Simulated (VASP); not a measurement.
Write the native input for VASP 6.6.1 that does the following.

| Quantity | Value |
| --- | --- |
| Task | single point |
| Functional | PBE |
| Potentials or basis | VASP PAW PBE potentials, release 64 (Sr_sv, Ga_d) |
| Cutoff | 520 eV |
| k mesh | 12 × 12 × 12 |
| Occupations | gaussian, width 0.1 eV |
| Spin | no spin polarisation |
| Dipole correction | no |
| Further INCAR settings | ALGO = Fast; EDIFF = 1e-06; NBANDS = 30 |

The structure of Sr3Ga lies in POSCAR:

```
Sr3Ga
1.0
   -2.8191095699      2.8191095699      4.8425086596
    2.8191095699     -2.8191095699      4.8425086596
    2.8191095699      2.8191095699     -4.8425086596
Sr Ga
3 1
Direct
    0.5000000000      0.5000000000      0.0000000000
    0.2500000000      0.7500000000      0.5000000000
    0.7500000000      0.2500000000      0.5000000000
    0.0000000000      0.0000000000      0.0000000000
```

These files were run (other wordings do the same):

INCAR

```
SYSTEM = Sr3Ga
  PREC = Accurate
  ENCUT = 520
  EDIFF = 1E-6
  ISMEAR = 0
  SIGMA = 0.1
  LREAL = .FALSE.
  LASPH = .TRUE.
  NELM = 80
  ALGO = Fast
  ISIF = 2
  LWAVE = .FALSE.
  LCHARG = .FALSE.
  GGA = PE
  NBANDS = 30
```

KPOINTS

```
Automatic mesh
0
G
  12 12 12
  0 0 0
```

Potentials or basis: VASP PAW PBE potentials, release 64 (Sr_sv, Ga_d).

The run is started by

```sh
$ cat potpaw_PBE.64/Sr_sv/POTCAR potpaw_PBE.64/Ga_d/POTCAR > POTCAR
$ mpirun -np 1 vasp_std > vasp.out
```

Results of the run:

The pressure is 0.1 GPa and the band gap on the k mesh is zero (an odd number of electrons rules out a gap without spin polarisation).

Run time: 22 min on 1 thread of Intel(R) Xeon(R) 6975P-C (Granite Rapids) (shared host), peak memory 0.81 GiB.
